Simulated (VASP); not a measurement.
A run of VASP 6.6.1 is set up as follows.

File INCAR:

```
ALGO = Normal
EDIFF = 1E-6
ENCUT = 500
GGA = PE
GGA_COMPAT = F
ISIF = 2
ISMEAR = 0
LASPH = T
LCHARG = T
LELF = T
LREAL = F
LVHAR = T
LWAVE = F
NBANDS = 16
NELM = 120
PREC = Accurate
SIGMA = 0.05
```

The input KPOINTS:

```
k-points
0
Gamma
  10 10 10
```

Contents of POSCAR:

```
NbSb
1.0
    0.0000000000      3.1678597203      3.1678597203
    3.1678597203      0.0000000000      3.1678597203
    3.1678597203      3.1678597203      0.0000000000
Nb Sb
1 1
Direct
    0.0000000000      0.0000000000      0.0000000000
    0.2500000000      0.2500000000      0.2500000000
```

Potentials or basis: VASP PAW PBE potentials, release 64 (Nb_sv, Sb).

Run with:

```sh
$ cat potpaw_PBE.64/Nb_sv/POTCAR potpaw_PBE.64/Sb/POTCAR > POTCAR
$ mpirun -np 1 vasp_std > vasp.out
```

Task: Estimate the pressure.

Result: -1.4 GPa.

Task: Predict the band gap on the k mesh.

Result: Zero (bands 9 and 10 overlap by 0.30 eV).

Caveat: spin-orbit coupling is left out, which moves the levels of the heavy elements.
